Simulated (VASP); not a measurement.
A run of VASP 6.6.1:

INCAR

```
PREC = Accurate ; ENCUT = 520
EDIFF = 1E-7 ; ISMEAR = 1
SIGMA = 0.03 ; LREAL = F
LASPH = T ; NELM = 150
ALGO = Normal ; ISIF = 2
LWAVE = F ; LCHARG = T
ISPIN = 2 ; MAGMOM = 0.288
LORBIT = 11 ; LMAXMIX = 4
GGA = PE ; LELF = T
LVHAR = T ; NBANDS = 15
```

Contents of KPOINTS:

```
regular mesh
0
Gamma
  14 14 14
```

File POSCAR:

```
Pd
1.0
    0.0000000000      1.9737080107      1.9737080107
    1.9737080107      0.0000000000      1.9737080107
    1.9737080107      1.9737080107      0.0000000000
Pd
1
Direct
    0.0000000000      0.0000000000      0.0000000000
```

Potentials or basis: VASP PAW PBE potentials, release 64 (Pd).

The run is started by

```sh
$ cat potpaw_PBE.64/Pd/POTCAR > POTCAR
$ mpirun -np 1 vasp_std > vasp.out
```

Hardware: 1 thread of Intel Xeon 6975P-C, with other jobs on the host.

Problem. Estimate the wall time of this run.

Solution. Wall time 26 s on 1 thread of Intel Xeon 6975P-C, with other jobs on the host, peak memory 0.17 GiB. Counts: scf iterations 12, k points 104.
